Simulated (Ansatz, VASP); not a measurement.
## NaCl: VASP beside Ansatz

```
CELL_PARAMETERS angstrom
0.00000 2.84779 2.84779
2.84779 0.00000 2.84779
2.84779 2.84779 0.00000
ATOMIC_POSITIONS crystal
Na 0.00000 0.00000 0.00000
Cl 0.50000 0.50000 0.50000
```

Alike in both runs: functional PBE; k mesh 8 × 8 × 8; no spin polarisation.

Ansatz relaxed the structure, and its values are those at the end. VASP's run is a single point on that final structure, the one shown.

|  | VASP | Ansatz |
| --- | --- | --- |
| version | VASP 6.6.1 | Ansatz 0.2.0 |
| potentials or method | VASP PAW PBE potentials, release 64 (Na_pv, Cl), cutoff 520 eV | scalar-relativistic, plane waves, PAW |
| occupations | gaussian, width 0.01 eV | fixed |
| valence electrons in the cell | 14 | 16 |

```csv
,VASP,Ansatz,Ansatz less VASP
gap on the k mesh at the Fermi level (eV),5.00,5.00,0.000
least direct gap on the mesh (eV),5.00,5.00,0.000
pressure (GPa),0.0,0.0,+0.03
```

VASP's potentials hold 14 valence electrons a cell and Ansatz's 16, so a difference there can come from the potentials and not from the codes.
